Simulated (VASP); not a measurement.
Runs of VASP 6.6.1 on Ge. The structure is that of space group P6_3/mmc (No. 194), or close to it. The cells are those of the table. 

| level | potentials or basis | cell | gap on the mesh (eV) | pressure (GPa) | largest force (eV/Å) |
| --- | --- | --- | --- | --- | --- |
| LDA | VASP PAW LDA potentials, release 64 (Ge_d) | a = 4.003, b = 4.003, c = 13.157 Å, angles 90.0, 90.0, 120.0°, 8 atoms | 0.08 | (b) | 0.01 |
| PBEsol | VASP PAW PBE potentials, release 64 (Ge_d) | a = 3.921, b = 3.921, c = 12.888 Å, angles 90.0, 90.0, 120.0°, 8 atoms | (a) | 4.7 | 0.01 |
| PBEsol | VASP PAW PBE potentials, release 64 (Ge_d) | a = 3.976, b = 3.976, c = 13.068 Å, angles 90.0, 90.0, 120.0°, 8 atoms | none | 1.3 | 0.01 |
| PBEsol | VASP PAW PBE potentials, release 64 (Ge_d) | a = 4.082, b = 4.082, c = 13.415 Å, angles 90.0, 90.0, 120.0°, 8 atoms | - | -3.5 | 0.03 |
| PBEsol | VASP PAW PBE potentials, release 64 (Ge_d) | a = 3.949, b = 3.949, c = 12.979 Å, angles 90.0, 90.0, 120.0°, 8 atoms | 0.05 | 2.9 | 0.01 |

Alike in all rows: task single point; no spin polarisation; k mesh 8 × 8 × 2; cutoff (eV) 520; smearing fermi-dirac 0.05 eV.

Question: Fill in the values left out.

Answer: (a) 0.11; (b) -1.8.

Caveats: the PAW data sets were made with another functional, which shifts forces and pressure a little (some runs).

A k mesh can miss the band edges, and the runs leave out spin-orbit coupling on Ge.

A gap of «none» marks levels without a gap at the run's occupations.
